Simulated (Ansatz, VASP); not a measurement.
## K: VASP beside Ansatz

File INCAR:

```
PREC = Accurate
ENCUT = 520
EDIFF = 1E-6
ISMEAR = 1
SIGMA = 0.6
LREAL = False
LASPH = True
NELM = 60
ALGO = Normal
ISIF = 2
LWAVE = False
LCHARG = False
GGA = PE
NBANDS = 10
```

The input KPOINTS:

```
Automatic mesh
0
Gamma
  9 9 9
```

The input POSCAR:

```
K
1.0
   -2.6417142217      2.6417142217      2.6417142217
    2.6417142217     -2.6417142217      2.6417142217
    2.6417142217      2.6417142217     -2.6417142217
K
1
Direct
    0.0000000000      0.0000000000      0.0000000000
```

Input for Ansatz:

```yaml
crystal:
  lattice:
    - [-2.6417142217, 2.6417142217, 2.6417142217]
    - [2.6417142217, -2.6417142217, 2.6417142217]
    - [2.6417142217, 2.6417142217, -2.6417142217]
  atoms:
    - { symbol: K, position: [0.0, 0.0, 0.0] }
hamiltonian:
  xc: pbe
  pseudopotentials:
    kind: paw
    azcp:
      K: "pseudopotentials/K.paw.azcp"
basis:
  ecutwfc: 420
  fft_grid_basis: typed
kpoints:
  mp_grid: { grid: [9, 9, 9], shift: [0, 0, 0] }
magnetization:
  spin_polarized: false
scf:
  occupations: { method: methfessel_paxton, width: 0.6 }
  lower_state_search: "off"
output:
  stress: true
```

Alike in both runs: task single point; functional PBE; k mesh 9 × 9 × 9; occupations methfessel-paxton of order 1, width 0.6 eV; no spin polarisation.

```csv
,VASP,Ansatz
version,VASP 6.6.1,Ansatz 0.2.0
potentials or method,"VASP PAW PBE potentials, release 64 (K_sv), cutoff 520 eV","plane waves (420 eV) with PAW, scalar-relativistic"
valence electrons in the cell,9,9
```

|  | VASP | Ansatz | Ansatz less VASP |
| --- | --- | --- | --- |
| pressure (GPa) | 0.0 | 0.0 | +0.01 |
